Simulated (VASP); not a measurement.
# Ga2As3: single point with PBE

The system is Ga2As3.

```
Ga As
1.0
    -1.97080    5.97663    2.35839
     1.97080   -5.97663    2.35839
     1.97080    5.97663   -2.35839
Ga As
2 3
Direct
  0.35270 0.00652 0.34617
  0.66035 0.00652 0.65383
  0.31342 0.16909 0.14432
  0.02477 0.16909 0.85568
  0.89876 0.39876 0.50000
```

This cell differs from its parent crystal: atoms taken out.

```yaml
Program: VASP 6.6.1
Task: single point
Functional: PBE
Potentials_or_basis: VASP PAW PBE potentials, release 64 (Ga_d, As)
Cutoff: 520 eV
k_mesh: 5 × 5 × 5
Occupations: gaussian, width 0.2 eV
Spin: no spin polarisation
Dipole_correction: no
Further_INCAR_settings: ALGO = Normal; EDIFF = 1e-06; NBANDS = 28
```

```
Pressure               : 0.1 GPa
Largest force          : 0.053 eV/Å
Band gap on the k mesh : zero (an odd number of electrons rules out a gap without spin polarisation)
```

Forces in eV/Å, atoms in the order of the input:
```
Ga   0.000 -0.029  0.017
Ga   0.000  0.029  0.017
As   0.000  0.047 -0.025
As   0.000 -0.047 -0.025
As   0.000  0.000  0.016
```

Levels at points of the mesh, in eV from the Fermi level:
| k point | band 18 | band 19 | band 20 | band 21 | band 22 | band 23 | band 24 | band 25 |
| --- | --- | --- | --- | --- | --- | --- | --- | --- |
| (0.00, 0.00, 0.00) | -2.10 | -1.68 | -0.22 | 1.67 | 2.07 | 2.27 | 2.38 | 4.28 |

Run time: 81 s on 1 thread of Intel(R) Xeon(R) 6975P-C (Granite Rapids), with other jobs on the host, peak memory 0.37 GiB.

Caveat: the cell differs from its parent crystal (atoms taken out).
